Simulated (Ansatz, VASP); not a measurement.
**P: VASP beside Ansatz**

The input INCAR:

```
PREC = Accurate
ENCUT = 600
EDIFF = 1E-6
ISMEAR = -1
SIGMA = 0.05
LREAL = False
LASPH = True
NELM = 80
ALGO = Normal
ISIF = 3
LWAVE = False
LCHARG = False
GGA = PE
IBRION = 2
NSW = 60
EDIFFG = -0.005
```

Contents of KPOINTS:

```
Automatic mesh
0
Gamma
  18 18 17
```

The input POSCAR:

```
P
1.0
    2.6760159913      0.0000000000      0.0000000000
   -1.3380079956      2.3174978294      0.0000000000
    0.0000000000      0.0000000000      2.5154550318
P
1
Direct
    0.0000000000      0.0000000000      0.0000000000
```

Input for Ansatz:

```yaml
crystal:
  lattice:
    - [2.6760159913, 0.0, 0.0]
    - [-1.3380079956, 2.3174978294, 0.0]
    - [0.0, 0.0, 2.5154550318]
  atoms:
    - { symbol: P, position: [0.0, 0.0, 0.0] }
kpoints:
  mp_grid: { grid: [18, 18, 17] }
scf:
  occupations: { method: fermi_dirac, width: 0.05 }
hamiltonian:
  xc: pbe
  pseudopotentials: { kind: paw }
output:
  forces: true
  stress: true
relax:
  f_tol: 0.005
  max_steps: 40
  cell: {}
```

Alike in both runs: task relaxation of cell and atoms; functional PBE; k mesh 18 × 18 × 17; occupations fermi-dirac, width 0.05 eV; no spin polarisation.

```csv
,VASP,Ansatz
version,VASP 6.6.1,Ansatz 0.2.0
potentials or method,"VASP PAW PBE potentials, release 64 (P)","PAW with Ansatz's default frozen-core files, scalar-relativistic"
plane-wave cutoff (eV),600,420
valence electrons in the cell,5,5
```

Ansatz gave:

| Property | Result |
| --- | --- |
| relaxed volume (Å³/atom) | 14.74 |
| relaxed cell length with the largest relative difference (Å) | 2.467 |

Estimate VASP's values.

relaxed volume (Å³/atom): 14.70; relaxed cell length with the largest relative difference (Å): 2.465.
